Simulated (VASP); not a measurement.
# Sn (Fd-3m) in VASP: relaxation of cell and atoms with PBE+D3(BJ)

Aim: the relaxation of cell and atoms of Sn with PBE+D3(BJ).

Everything below comes from runs of VASP 6.6.1. Logs are shortened: lines on timing, memory, paths and dates and some standing lists are left out, and cuts for length are marked.

## (1) The cell of the first run

Symmetry: Fd-3m, No. 227, cubic system. The conventional cell has a = 6.491 Å, b = 6.491 Å, c = 6.491 Å, α = 90.00°, β = 90.00°, γ = 90.00°. Sn (site symmetry -43m) has 4 Sn at 2.81 Å within 3.7 Å.

This isn't the form of Sn at room conditions, which is tetragonal (white tin).

## (2) Relaxation of cell and atoms, PBE+D3(BJ)

Input file INCAR:

```
SYSTEM = Sn
ALGO     = Normal         ! electronic algorithm
EDIFF    = 1E-6           ! SCF threshold, eV
EDIFFG   = -0.005         ! ionic threshold
ENCUT    = 600            ! plane-wave cutoff, eV
GGA      = PE             ! functional
IBRION   = 2              ! ionic algorithm
ISIF     = 3              ! what is computed and relaxed
ISMEAR   = 0              ! smearing method
IVDW     = 12             ! dispersion correction
LASPH    = .True.         ! aspherical terms in the spheres
LCHARG   = .False.        ! write CHGCAR
LREAL    = .False.        ! projectors in reciprocal space
LWAVE    = .False.        ! write WAVECAR
NELM     = 80             ! most SCF steps
NSW      = 100            ! ionic steps
PREC     = Accurate       ! precision mode
SIGMA    = 0.1            ! smearing width, eV
```

Input file KPOINTS:

```
k-points
0
Gamma
  12 12 12
  0 0 0
```

Input file POSCAR:

```
Sn
1.0
    0.0000000000      3.2456000000      3.2456000000
    3.2456000000      0.0000000000      3.2456000000
    3.2456000000      3.2456000000      0.0000000000
Sn
2
Direct
    0.5000000000      0.5000000000      0.5000000000
    0.7500000000      0.7500000000      0.7500000000
```

Potentials or basis: VASP PAW PBE potentials, release 64 (Sn_d).

The run is started by

```sh
> cat potpaw_PBE.64/Sn_d/POTCAR > POTCAR
> mpirun -np 1 vasp_std > vasp.out
```

OUTCAR:

```text
SYSTEM = Sn
   EDIFF = 1E-6
   EDIFFG = -0.005
   ENCUT = 600
   GGA = PE
   IBRION = 2
   ISIF = 3
   ISMEAR = 0
   IVDW = 12
   LASPH = .True.
   LREAL = .False.
   NELM = 80
   NSW = 100
   PREC = Accurate
 IVDW          = 12

 ion  position               nearest neighbor table
   1  0.500  0.500  0.500-   2 2.81   2 2.81   2 2.81   2 2.81
   2  0.750  0.750  0.750-   1 2.81   1 2.81   1 2.81   1 2.81

  LATTYP: Found a face centered cubic cell.
 ALAT       =     6.4912000000

  Lattice vectors:

 A1 = (   0.0000000000,   3.2456000000,   3.2456000000)
 A2 = (   3.2456000000,   0.0000000000,   3.2456000000)
 A3 = (   3.2456000000,   3.2456000000,   0.0000000000)

Analysis of symmetry for initial positions (statically):
=====================================================================
 Subroutine PRICEL returns:
 Original cell was already a primitive cell.

 Routine SETGRP: Setting up the symmetry group for a
 face centered cubic supercell.

 Subroutine GETGRP returns: Found 48 space group operations
 (whereof 24 operations were pure point group operations)
 out of a pool of 48 trial point group operations.

The static configuration has the point symmetry T_d .
 The point group associated with its full space group is O_h .

Analysis of symmetry for dynamics (positions and initial velocities):
=====================================================================
 Subroutine PRICEL returns:
 Original cell was already a primitive cell.

 Routine SETGRP: Setting up the symmetry group for a
 face centered cubic supercell.

 Subroutine GETGRP returns: Found 48 space group operations
 (whereof 24 operations were pure point group operations)
 out of a pool of 48 trial point group operations.

The dynamic configuration has the point symmetry T_d .
 The point group associated with its full space group is O_h .

 Subroutine INISYM returns: Found 48 space group operations
 (whereof 24 operations are pure point group operations),
 and found     1 'primitive' translations

----------------------------------------------------------------------------------------

                                     Primitive cell

  volume of cell :      68.3778

  direct lattice vectors                    reciprocal lattice vectors
     0.000000000  3.245600000  3.245600000    -0.154054720  0.154054720  0.154054720
     3.245600000  0.000000000  3.245600000     0.154054720 -0.154054720  0.154054720
     3.245600000  3.245600000  0.000000000     0.154054720  0.154054720 -0.154054720

  length of vectors
     4.589971538  4.589971538  4.589971538     0.266830603  0.266830603  0.266830603

  position of ions in fractional coordinates (direct lattice)
     0.500000000  0.500000000  0.500000000
     0.750000000  0.750000000  0.750000000

  ion indices of the primitive-cell ions
   primitive index   ion index
                 1           1
                 2           2

----------------------------------------------------------------------------------------

 KPOINTS: k-points

Automatic generation of k-mesh.
 Grid dimensions read from file:
 generate k-points for:   12   12   12

 Generating k-lattice:

  Cartesian coordinates                     Fractional coordinates (reciprocal lattice)
    -0.012837893  0.012837893  0.012837893     0.083333333  0.000000000  0.000000000
     0.012837893 -0.012837893  0.012837893     0.000000000  0.083333333  0.000000000
     0.012837893  0.012837893 -0.012837893     0.000000000  0.000000000  0.083333333

  Length of vectors
     0.022235884  0.022235884  0.022235884

  Shift w.r.t. Gamma in fractional coordinates (k-lattice)
     0.000000000  0.000000000  0.000000000

 Subroutine IBZKPT returns following result:
 ===========================================

 Found     72 irreducible k-points:

 Following reciprocal coordinates:
            Coordinates               Weight
  0.000000  0.000000  0.000000      1.000000
  0.083333  0.000000  0.000000      8.000000
  0.166667  0.000000  0.000000      8.000000
  0.250000  0.000000  0.000000      8.000000
  0.333333  0.000000  0.000000      8.000000
  0.416667  0.000000  0.000000      8.000000
[... 16 lines left out ...]
  0.500000  0.166667  0.000000     24.000000
 -0.416667  0.166667  0.000000     24.000000
 [... further k-points ...]
   k-points           NKPTS =     72   k-points in BZ     NKDIM =     72   number of bands    NBANDS=     18
   number of dos      NEDOS =    301   number of ions     NIONS =      2
   total plane-waves  NPLWV =  64000
   dimension x,y,z NGX =    40 NGY =   40 NGZ =   40
   dimension x,y,z NGXF=    80 NGYF=   80 NGZF=   80
   ions per type =               2
   NGX,Y,Z   is equivalent  to a cutoff of  14.49, 14.49, 14.49 a.u.
   NGXF,Y,Z  is equivalent  to a cutoff of  28.98, 28.98, 28.98 a.u.
 SYSTEM =  Sn
   PREC   = accura    normal or accurate (medium, high low for compatibility)
   ISTART =      0    job   : 0-new  1-cont  2-samecut
   ICHARG =      2    charge: 1-file 2-atom 10-const
   ISPIN  =      1    spin polarized calculation?
   LNONCOLLINEAR =      F non collinear calculations
   LSORBIT =      F    spin-orbit coupling
   LASPH  =      T    aspherical Exc in radial PAW
   ENCUT  =  600.0 eV  44.10 Ry    6.64 a.u.   9.17  9.17  9.17*2*pi/ulx,y,z
   NELM   =     80;   NELMIN=  2; NELMDL= -5     # of ELM steps
   EDIFF  = 0.1E-05   stopping-criterion for ELM
   LREAL  =      F    real-space projection
   EDIFFG = -.5E-02   stopping-criterion for IOM
   NSW    =    100    number of steps for IOM
   IBRION =      2    ionic relax: 0-MD 1-quasi-New 2-CG
   NFREE  =      1    steps in history (QN), initial steepest desc. (CG)
   ISIF   =      3    stress and relaxation
   ISYM   =      2    0-nonsym 1-usesym 2-fastsym
   POTIM  = 0.5000    time-step for ionic-motion
   TEBEG  =    0.0;   TEEND  =   0.0 temperature during run
   PSTRESS=    0.0 pullay stress
   NELECT =      28.0000    total number of electrons
   NUPDOWN=      -1.0000    fix difference up-down
   EMIN   =  10.00;   EMAX   =-10.00  energy-range for DOS
   EFERMI =   0.00;   METHOD = LEGACY
   ISMEAR =     0;   SIGMA  =   0.10  broadening in eV -4-tet -1-fermi 0-gaus
   EFERMI_NEDOS =   21; number of points for ismear=-14 and -15
   IALGO  =     38    algorithm
   IMIX   =      4    mixing-type and parameters
     AMIX     =   0.40;   BMIX     =  1.00
     AMIX_MAG =   1.60;   BMIX_MAG =  1.00
  volume/ion in A,a.u.               =      34.19       230.72
  Fermi-wavevector in a.u.,A,eV,Ry     =   1.215689  2.297319 20.108049  1.477900
  Thomas-Fermi vector in A             =   2.351068
   LORBIT       =      0    0 simple, 1 ext, 2 COOP (PROOUT), +10 PAW based schemes
   GGA     = PE    functional components
   LHFCALC =     F    Hartree Fock is set to
   AEXX    =    0.0000 exact exchange contribution
   IVDW    =    12    specifies the selected vdW correction
   LEPSILON=     F    determine dielectric tensor
   LRPA    =     F    only Hartree local field effects (RPA)
 conjugate gradient relaxation of ions
 non-spin polarized calculation
 Gauss-broadening in eV      SIGMA  =   0.10
  energy-cutoff  :      600.00
  volume of cell :       68.38
 maximum number of plane-waves:      2301
 NGX is ok and might be reduce to    40
   NGX = 19   NGY = 19   NGZ = 19

--------------------------------------- Ionic step        1  -------------------------------------------

 number of electron      28.0000005 magnetization

 Free energy of the ion-electron system (eV)
  ---------------------------------------------------
  ext. energy  EPLUGINS =         0.00000000
  ---------------------------------------------------
  free energy    TOTEN  =        -7.64400441 eV

  energy without entropy =       -7.64300712  energy(sigma->0) =       -7.64350577

------------------------ aborting loop because EDIFF is reached ----------------------------------------

 Edisp (eV)   -0.61406

 E8    (eV) :    -0.2974

  FORCE on cell =-STRESS in cart. coord.  units (eV):
  Direction    XX          YY          ZZ          XY          YZ          ZX
  --------------------------------------------------------------------------------------
  -------------------------------------------------------------------------------------
  Total       0.68450     0.68450     0.68450     0.00000    -0.00000    -0.00000
  in kB      16.03863    16.03863    16.03863     0.00000    -0.00000    -0.00000
  external pressure =       16.04 kB  Pullay stress =        0.00 kB

 VOLUME and BASIS-vectors are now :
 -----------------------------------------------------------------------------
  energy-cutoff  :      600.00
  volume of cell :       68.38
      direct lattice vectors                 reciprocal lattice vectors
     0.000000000  3.245600000  3.245600000    -0.154054720  0.154054720  0.154054720
     3.245600000  0.000000000  3.245600000     0.154054720 -0.154054720  0.154054720
     3.245600000  3.245600000  0.000000000     0.154054720  0.154054720 -0.154054720
[... 161 lines left out ...]
 POSITION                                       TOTAL-FORCE (eV/Angst)
 -----------------------------------------------------------------------------------
      3.28667      3.28667      3.28667         0.000000      0.000000     -0.000000
      4.93001      4.93001      4.93001        -0.000000     -0.000000      0.000000
 -----------------------------------------------------------------------------------
    total drift:                               -0.000000     -0.000000      0.000000

  FREE ENERGIE OF THE ION-ELECTRON SYSTEM (eV)
  ---------------------------------------------------
  free  energy   TOTEN  =        -8.2704274005 eV

  energy  without entropy=       -8.2692060086  energy(sigma->0) =       -8.26981670

--------------------------------------- Ionic step        6  -------------------------------------------

 number of electron      27.9999999 magnetization

 Free energy of the ion-electron system (eV)
  ---------------------------------------------------
  ext. energy  EPLUGINS =         0.00000000
  ---------------------------------------------------
  free energy    TOTEN  =        -7.68082312 eV

  energy without entropy =       -7.67960447  energy(sigma->0) =       -7.68021379

 E-fermi :   5.2417     XC(G=0):  -8.7115

 val. band max:        5.2137946732   @ k =   0.4167   0.0000   0.0000
 cond. band min:       5.3348915932   @ k =   0.0000   0.0000   0.0000
 fundamental gap:      0.1210969200
 Fermi energy:         5.2416722697

 k-point     1 :       0.0000    0.0000    0.0000
  band No.  band energies     occupation
      1     -16.3643      2.00000
      2     -16.3643      2.00000
      3     -16.3643      2.00000
      4     -16.3097      2.00000
      5     -16.3097      2.00000
      6     -16.0303      2.00000
[... 10 lines left out ...]
     17       7.4042      0.00000
     18       7.4042      0.00000
[... 463 lines left out ...]
 k-point    24 :      -0.4167    0.1667    0.0000
  band No.  band energies     occupation
      1     -16.4182      2.00000
      2     -16.4044      2.00000
      3     -16.3094      2.00000
      4     -16.2399      2.00000
      5     -16.2313      2.00000
      6     -16.1129      2.00000
[... 10 lines left out ...]
     17       9.1731      0.00000
     18      11.1836      0.00000

 [... further k-points ...]

------------------------ aborting loop because EDIFF is reached ----------------------------------------

 Edisp (eV)   -0.58961

 E8    (eV) :    -0.2851

  FORCE on cell =-STRESS in cart. coord.  units (eV):
  Direction    XX          YY          ZZ          XY          YZ          ZX
  --------------------------------------------------------------------------------------
  -------------------------------------------------------------------------------------
  Total       0.00117     0.00117     0.00117    -0.00000     0.00000    -0.00000
  in kB       0.02643     0.02643     0.02643    -0.00000     0.00000    -0.00000
  external pressure =        0.03 kB  Pullay stress =        0.00 kB

 VOLUME and BASIS-vectors are now :
 -----------------------------------------------------------------------------
  energy-cutoff  :      600.00
  volume of cell :       70.96
      direct lattice vectors                 reciprocal lattice vectors
     0.000000000  3.285878250  3.285878250    -0.152166320  0.152166320  0.152166320
     3.285878250 -0.000000000  3.285878250     0.152166320 -0.152166320  0.152166320
     3.285878250  3.285878250 -0.000000000     0.152166320  0.152166320 -0.152166320

 POSITION                                       TOTAL-FORCE (eV/Angst)
 -----------------------------------------------------------------------------------
      3.28588      3.28588      3.28588         0.000000      0.000000     -0.000000
      4.92882      4.92882      4.92882        -0.000000     -0.000000      0.000000
 -----------------------------------------------------------------------------------
    total drift:                               -0.000000     -0.000000      0.000000

  FREE ENERGIE OF THE ION-ELECTRON SYSTEM (eV)
  ---------------------------------------------------
  free  energy   TOTEN  =        -8.2704320588 eV

  energy  without entropy=       -8.2692134049  energy(sigma->0) =       -8.26982273

 reached required accuracy - stopping structural energy minimisation
```

It took 9.3 min on 1 thread of Intel Xeon 8259CL, shared host; peak memory 0.32 GiB.

Results:

```yaml
Free_energy: -8.2704 eV
Relaxed_volume: 35.48 Å³/atom
Relaxed_cell: a = 4.647 Å, b = 4.647 Å, c = 4.647 Å, α = 60.00°, β = 60.00°, γ = 60.00°
Space_group_after_relaxing_to_0.1_Å: Fd-3m (No. 227)
Energy_gained_by_relaxing: 6.2 meV/atom
Ionic_steps: 6
Pressure_after_relaxing: 0.0 GPa
Band_gap_on_the_k_mesh: zero (bands 14 and 15 overlap by 0.16 eV)
Dispersion_energy_per_atom: -0.295 eV
```

Step by step:
```tsv
step	energy change (eV)	largest force (eV/Å)	pressure (GPa)	volume (Å³)
1	0.0000	0.0000	1.60	68.38
2	-0.0111	0.0000	-0.46	71.82
3	-0.0124	0.0000	0.07	70.95
4	-0.0123	0.0000	-0.05	71.06
5	-0.0124	0.0000	-0.02	71.01
6	-0.0124	0.0000	0.00	70.96
```

Final structure:
```
CELL_PARAMETERS angstrom
0.00000 3.28588 3.28588
3.28588 0.00000 3.28588
3.28588 3.28588 0.00000
ATOMIC_POSITIONS crystal
Sn 0.50000 0.50000 0.50000
Sn 0.75000 0.75000 0.75000
```

Levels at points of the mesh, in eV from the Fermi level:
```tsv
k point	band 10	band 11	band 12	band 13	band 14	band 15	band 16	band 17	band 18
(0.00, 0.00, 0.00)	-21.27	-10.35	-0.89	0.09	0.09	0.09	2.16	2.16	2.16
(0.50, 0.00, 0.00)	-21.22	-8.80	-6.15	-1.05	-1.05	-0.07	3.22	3.22	5.68
(0.50, 0.50, 0.00)	-21.20	-7.38	-7.38	-2.33	-2.33	0.87	0.87	7.49	7.49
```

Caveat: spin-orbit coupling is left out, which moves the levels of the heavy elements.

The gap in the log of VASP goes by the Fermi energy; the results here count the filled bands.